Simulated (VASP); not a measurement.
# AlRu (Pmmm) in VASP: single point with r2SCAN

Aim: the single point of AlRu with r2SCAN.

Program: VASP 6.6.1. These are calculated values, not measurements. Logs are shortened: lines on timing, memory, paths and dates and some standing lists are left out, and cuts for length are marked.

### 1 The cell of the first run

It takes space group Pmmm (No. 47, orthorhombic). Conventional cell: a = 2.815 Å, b = 2.983 Å, c = 3.150 Å, α = 90.00°, β = 90.00°, γ = 90.00°. Within 3.4 Å of Al (site symmetry mmm) lie 8 Ru at 2.59 Å and 6 Al at 2.82 to 3.15 Å. Ru (site symmetry mmm) has 8 Al at 2.59 Å and 6 Ru at 2.82 to 3.15 Å within 3.4 Å.

### 2 Single point, r2SCAN (strain +0.0562 x Voigt [1, -1, 0, 0, 0, 0])

The input, POSCAR:

```
AlRu
1.0
    3.1502478974      0.0000000000      0.0000000000
    0.0000000000      2.8150009142      0.0000000000
    0.0000000000      0.0000000000      2.9826244058
Al Ru
1 1
Direct
    0.0000000000      0.0000000000      0.0000000000
    0.5000000000      0.5000000000      0.5000000000
```

The input, INCAR.step1:

```
PREC = Accurate
ENCUT = 520
ISMEAR = 0
SIGMA = 0.15
LREAL = False
LASPH = True
NELM = 80
NBANDS = 16
GGA = PE
ALGO = Normal
EDIFF = 1E-4
LWAVE = True
LCHARG = False
```

The input, INCAR.step2:

```
PREC = Accurate
ENCUT = 520
EDIFF = 1E-7
ISMEAR = 0
SIGMA = 0.15
LREAL = False
LASPH = True
NELM = 80
ALGO = Normal
ISIF = 2
LWAVE = False
LCHARG = False
METAGGA = R2SCAN
LMIXTAU = True
NBANDS = 16
ISTART = 1
```

The input, KPOINTS:

```
regular mesh
0
Gamma
  20 20 20
```

Potentials or basis: VASP PAW PBE potentials, release 64 (Al, Ru_pv).

Run with:

```bash
$ cat potpaw_PBE.64/Al/POTCAR potpaw_PBE.64/Ru_pv/POTCAR > POTCAR
$ cp INCAR.step1 INCAR
$ mpirun -np 1 vasp_std > vasp.out
$ cp INCAR.step2 INCAR
$ mpirun -np 1 vasp_std > vasp.out
```

OUTCAR:

```text
PREC = Accurate
   ENCUT = 520
   EDIFF = 1E-7
   ISMEAR = 0
   LREAL = False
   LASPH = True
   NELM = 80
   ISIF = 2
   METAGGA = R2SCAN
   ISTART = 1

 ion  position               nearest neighbor table
   1  0.000  0.000  0.000-   2 2.59   2 2.59   2 2.59   2 2.59   2 2.59   2 2.59   2 2.59   2 2.59

   2  0.500  0.500  0.500-   1 2.59   1 2.59   1 2.59   1 2.59   1 2.59   1 2.59   1 2.59   1 2.59

  LATTYP: Found a simple orthorhombic cell.
 ALAT       =     2.8150009142
 B/A-ratio  =     1.0595465141
 C/A-ratio  =     1.1190930282

  Lattice vectors:

 A1 = (   0.0000000000,   2.8150009142,   0.0000000000)
 A2 = (   0.0000000000,   0.0000000000,   2.9826244058)
 A3 = (   3.1502478974,   0.0000000000,   0.0000000000)

Analysis of symmetry for initial positions (statically):
=====================================================================
 Subroutine PRICEL returns:
 Original cell was already a primitive cell.

 Routine SETGRP: Setting up the symmetry group for a
 simple orthorhombic supercell.

 Subroutine GETGRP returns: Found  8 space group operations
 (whereof  8 operations were pure point group operations)
 out of a pool of  8 trial point group operations.

The static configuration has the point symmetry D_2h.

Analysis of symmetry for dynamics (positions and initial velocities):
=====================================================================
 Subroutine PRICEL returns:
 Original cell was already a primitive cell.

 Routine SETGRP: Setting up the symmetry group for a
 simple orthorhombic supercell.

 Subroutine GETGRP returns: Found  8 space group operations
 (whereof  8 operations were pure point group operations)
 out of a pool of  8 trial point group operations.

The dynamic configuration has the point symmetry D_2h.

 Subroutine INISYM returns: Found  8 space group operations
 (whereof  8 operations are pure point group operations),
 and found     1 'primitive' translations

----------------------------------------------------------------------------------------

                                     Primitive cell

  volume of cell :      26.4498

  direct lattice vectors                    reciprocal lattice vectors
     3.150247897  0.000000000  0.000000000     0.317435336  0.000000000  0.000000000
     0.000000000  2.815000914  0.000000000     0.000000000  0.355239671  0.000000000
     0.000000000  0.000000000  2.982624406     0.000000000  0.000000000  0.335275202

  length of vectors
     3.150247897  2.815000914  2.982624406     0.317435336  0.355239671  0.335275202

  position of ions in fractional coordinates (direct lattice)
     0.000000000  0.000000000  0.000000000
     0.500000000  0.500000000  0.500000000

  ion indices of the primitive-cell ions
   primitive index   ion index
                 1           1
                 2           2

----------------------------------------------------------------------------------------

 KPOINTS: regular mesh

Automatic generation of k-mesh.
 Grid dimensions read from file:
 generate k-points for:   20   20   20

 Generating k-lattice:

  Cartesian coordinates                     Fractional coordinates (reciprocal lattice)
     0.015871767  0.000000000  0.000000000     0.050000000  0.000000000  0.000000000
     0.000000000  0.017761984  0.000000000     0.000000000  0.050000000  0.000000000
     0.000000000  0.000000000  0.016763760     0.000000000  0.000000000  0.050000000

  Length of vectors
     0.015871767  0.017761984  0.016763760

  Shift w.r.t. Gamma in fractional coordinates (k-lattice)
     0.000000000  0.000000000  0.000000000

 Subroutine IBZKPT returns following result:
 ===========================================

 Found   1331 irreducible k-points:

 Following reciprocal coordinates:
            Coordinates               Weight
  0.000000  0.000000  0.000000      1.000000
  0.050000  0.000000  0.000000      2.000000
  0.100000  0.000000  0.000000      2.000000
  0.150000  0.000000  0.000000      2.000000
  0.200000  0.000000  0.000000      2.000000
  0.250000  0.000000  0.000000      2.000000
[... 16 lines left out ...]
  0.000000  0.100000  0.000000      2.000000
  0.050000  0.100000  0.000000      4.000000
 [... further k-points ...]
   k-points           NKPTS =   1331   k-points in BZ     NKDIM =   1331   number of bands    NBANDS=     16
   number of dos      NEDOS =    301   number of ions     NIONS =      2
   total plane-waves  NPLWV =  13824
   dimension x,y,z NGX =    24 NGY =   24 NGZ =   24
   dimension x,y,z NGXF=    48 NGYF=   48 NGZF=   48
   ions per type =               1   1
   NGX,Y,Z   is equivalent  to a cutoff of  12.67, 14.17, 13.38 a.u.
   NGXF,Y,Z  is equivalent  to a cutoff of  25.33, 28.35, 26.75 a.u.
 SYSTEM =  unknown system
   PREC   = accura    normal or accurate (medium, high low for compatibility)
   ISTART =      1    job   : 0-new  1-cont  2-samecut
   ICHARG =      0    charge: 1-file 2-atom 10-const
   ISPIN  =      1    spin polarized calculation?
   LNONCOLLINEAR =      F non collinear calculations
   LSORBIT =      F    spin-orbit coupling
   LASPH  =      T    aspherical Exc in radial PAW
   ENCUT  =  520.0 eV  38.22 Ry    6.18 a.u.   5.86  5.23  5.55*2*pi/ulx,y,z
   NELM   =     80;   NELMIN=  2; NELMDL=  0     # of ELM steps
   EDIFF  = 0.1E-06   stopping-criterion for ELM
   LREAL  =      F    real-space projection
   EDIFFG = 0.1E-05   stopping-criterion for IOM
   NSW    =      0    number of steps for IOM
   IBRION =     -1    ionic relax: 0-MD 1-quasi-New 2-CG
   NFREE  =      0    steps in history (QN), initial steepest desc. (CG)
   ISIF   =      2    stress and relaxation
   ISYM   =      2    0-nonsym 1-usesym 2-fastsym
   POTIM  = 0.5000    time-step for ionic-motion
   TEBEG  =    0.0;   TEEND  =   0.0 temperature during run
   PSTRESS=    0.0 pullay stress
   NELECT =      17.0000    total number of electrons
   NUPDOWN=      -1.0000    fix difference up-down
   EMIN   =  10.00;   EMAX   =-10.00  energy-range for DOS
   EFERMI =   0.00;   METHOD = LEGACY
   ISMEAR =     0;   SIGMA  =   0.15  broadening in eV -4-tet -1-fermi 0-gaus
   EFERMI_NEDOS =   21; number of points for ismear=-14 and -15
   IALGO  =     38    algorithm
   IMIX   =      4    mixing-type and parameters
     AMIX     =   0.40;   BMIX     =  1.00
     AMIX_MAG =   1.60;   BMIX_MAG =  1.00
  volume/ion in A,a.u.               =      13.22        89.25
  Fermi-wavevector in a.u.,A,eV,Ry     =   1.412810  2.669824 27.157678  1.996033
  Thomas-Fermi vector in A             =   2.534521
   LORBIT       =      0    0 simple, 1 ext, 2 COOP (PROOUT), +10 PAW based schemes
   METAGGA = R2SCAN    functional components
   LHFCALC =     F    Hartree Fock is set to
   AEXX    =    0.0000 exact exchange contribution
   IVDW    =     0    specifies the selected vdW correction
   LEPSILON=     F    determine dielectric tensor
   LRPA    =     F    only Hartree local field effects (RPA)
 non-spin polarized calculation
 Gauss-broadening in eV      SIGMA  =   0.15
  energy-cutoff  :      520.00
  volume of cell :       26.45
 maximum number of plane-waves:       730
 NGX is ok and might be reduce to    24
   NGX = 11   NGY = 11   NGZ = 11

 number of electron      16.9999995 magnetization

 Free energy of the ion-electron system (eV)
  ---------------------------------------------------
  ext. energy  EPLUGINS =         0.00000000
  ---------------------------------------------------
  free energy    TOTEN  =       -33.51604521 eV

  energy without entropy =      -33.49997216  energy(sigma->0) =      -33.50800868

 E-fermi :  10.8250     XC(G=0): -13.6817

 val. band max:       10.8245870598   @ k =   0.0500   0.1000   0.3000
 cond. band min:      10.8261808979   @ k =   0.0000   0.1000   0.1000
 fundamental gap:      0.0015938381
 Fermi energy:        10.8249932321

 k-point     1 :       0.0000    0.0000    0.0000
  band No.  band energies     occupation
      1     -32.4010      2.00000
      2     -32.3282      2.00000
      3     -32.2305      2.00000
      4       0.4843      2.00000
      5       6.9325      2.00000
      6       6.9865      2.00000
[... 8 lines left out ...]
     15      22.3270      0.00000
     16      27.7627      0.00000

 k-point     2 :       0.0500    0.0000    0.0000
  band No.  band energies     occupation
      1     -32.4045      2.00000
      2     -32.3280      2.00000
      3     -32.2302      2.00000
      4       0.5310      2.00000
      5       6.9355      2.00000
      6       7.0006      2.00000
[... 8 lines left out ...]
     15      22.4243      0.00000
     16      27.8327      0.00000

 k-point     3 :       0.1000    0.0000    0.0000
  band No.  band energies     occupation
      1     -32.4147      2.00000
      2     -32.3272      2.00000
      3     -32.2295      2.00000
      4       0.6703      2.00000
      5       6.9388      2.00000
      6       7.0420      2.00000
[... 8 lines left out ...]
     15      22.8433      0.00000
     16      28.0600      0.00000

 k-point     4 :       0.1500    0.0000    0.0000
  band No.  band energies     occupation
      1     -32.4306      2.00000
      2     -32.3259      2.00000
      3     -32.2284      2.00000
      4       0.8992      2.00000
      5       6.9248      2.00000
      6       7.1074      2.00000
[... 8 lines left out ...]
     15      23.4307      0.00000
     16      28.4870      0.00000
[... 324 lines left out ...]
 k-point    22 :       0.5000    0.0500    0.0000
  band No.  band energies     occupation
      1     -32.5423      2.00000
      2     -32.3161      2.00000
      3     -32.2303      2.00000
      4       4.3891      2.00000
      5       4.4757      2.00000
      6       7.6665      2.00000
[... 8 lines left out ...]
     15      24.0051      0.00000
     16      24.1230      0.00000

 k-point    23 :       0.0000    0.1000    0.0000
  band No.  band energies     occupation
      1     -32.3971      2.00000
      2     -32.3246      2.00000
      3     -32.2705      2.00000
      4       0.7102      2.00000
      5       7.0484      2.00000
      6       7.1116      2.00000
[... 8 lines left out ...]
     15      22.7329      0.00000
     16      28.7766      0.00000

 k-point    24 :       0.0500    0.1000    0.0000
  band No.  band energies     occupation
      1     -32.4006      2.00000
      2     -32.3243      2.00000
      3     -32.2703      2.00000
      4       0.7562      2.00000
      5       7.0531      2.00000
      6       7.1254      2.00000
[... 8 lines left out ...]
     15      22.7413      0.00000
     16      28.8059      0.00000

 [... further k-points ...]
[... 5 lines left out ...]
  --------------------------------------------------------------------------------------
  -------------------------------------------------------------------------------------
  Total       -1.4126144      2.3002498      0.0993092      0.0000000     -0.0000000      0.0000000
  in kB      -85.5681963    139.3361306      6.0155916      0.0000000     -0.0000000      0.0000000
  external PRESSURE =      19.9278420 kB  Pullay stress =       0.0000000 kB

 VOLUME and BASIS-vectors are now :
 -----------------------------------------------------------------------------
  energy-cutoff  :      520.00
  volume of cell :       26.45
      direct lattice vectors                 reciprocal lattice vectors
     3.150247897  0.000000000  0.000000000     0.317435336  0.000000000  0.000000000
     0.000000000  2.815000914  0.000000000     0.000000000  0.355239671  0.000000000
     0.000000000  0.000000000  2.982624406     0.000000000  0.000000000  0.335275202

 POSITION                                       TOTAL-FORCE (eV/Angst)
 -----------------------------------------------------------------------------------
      0.00000      0.00000      0.00000         0.000000      0.000000      0.000000
      1.57512      1.40750      1.49131         0.000000      0.000000      0.000000
 -----------------------------------------------------------------------------------
    total drift:                                0.000000     -0.000000     -0.000000

  FREE ENERGIE OF THE ION-ELECTRON SYSTEM (eV)
  ---------------------------------------------------
  free  energy   TOTEN  =       -33.5160452056 eV

  energy  without entropy=      -33.4999721635  energy(sigma->0) =      -33.50800868
```

Run time: 7.5 min. Hardware: 1 thread of Intel Xeon 6975P-C (Granite Rapids), shared host; peak memory 0.61 GiB.

Results:

```
Free energy            : -33.5160 eV
Pressure               : 2.0 GPa
Band gap on the k mesh : zero (an odd number of electrons rules out a gap without spin polarisation)
```

Levels at points of the mesh, in eV from the Fermi level:
```csv
k point,band 6,band 7,band 8,band 9,band 10,band 11,band 12,band 13
"(0.00, 0.00, 0.00)",-3.84,-0.28,0.20,0.53,4.75,6.43,8.48,10.28
"(0.50, 0.00, 0.00)",-3.20,-1.80,-1.04,0.69,1.49,7.72,10.29,11.54
"(0.00, 0.50, 0.00)",-2.68,-2.50,-1.84,0.14,3.47,7.59,10.15,10.29
"(0.50, 0.50, 0.00)",-1.95,-1.54,-1.18,-1.09,1.49,6.01,6.72,10.29
"(0.00, 0.00, 0.50)",-3.03,-2.48,-1.05,0.46,2.47,7.47,10.12,10.29
"(0.50, 0.00, 0.50)",-2.10,-1.71,-0.80,-0.67,1.26,4.91,6.26,10.29
"(0.00, 0.50, 0.50)",-1.98,-1.75,-1.45,-0.99,2.01,6.50,7.16,10.19
"(0.50, 0.50, 0.50)",-4.94,1.43,2.14,3.23,3.92,4.29,4.72,8.11
```

Caveat: the cell differs from its parent crystal (strain +0.0562 x Voigt [1, -1, 0, 0, 0, 0]); the stress differs along the axes, from -9 to 14 GPa; the PAW data sets were made with another functional, which shifts forces and pressure a little.
